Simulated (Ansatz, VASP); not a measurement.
## Cd in VASP and in Ansatz

```
Cd
1.0
     0.00000    2.30107    2.30107
     2.30107    0.00000    2.30107
     2.30107    2.30107    0.00000
Cd
1
Direct
  0.00000 0.00000 0.00000
```

Alike in both runs: task single point; functional r2SCAN; k mesh 14 × 14 × 14; occupations fermi-dirac, width 0.1 eV; no spin polarisation.

```csv
,VASP,Ansatz
version,VASP 6.6.1,Ansatz 0.2.0
potentials or method,"VASP PAW PBE potentials, release 64 (Cd), cutoff 550 eV","plane waves (500 eV) with PAW, scalar-relativistic"
valence electrons in the cell,12,20
```

|  | VASP | Ansatz | Ansatz less VASP |
| --- | --- | --- | --- |
| pressure (GPa) | -4.4 | -4.5 | -0.12 |

VASP's potentials were made for PBE, not for r2SCAN. VASP's potentials hold 12 valence electrons a cell and Ansatz's 20, so a difference there can come from the potentials and not from the codes.
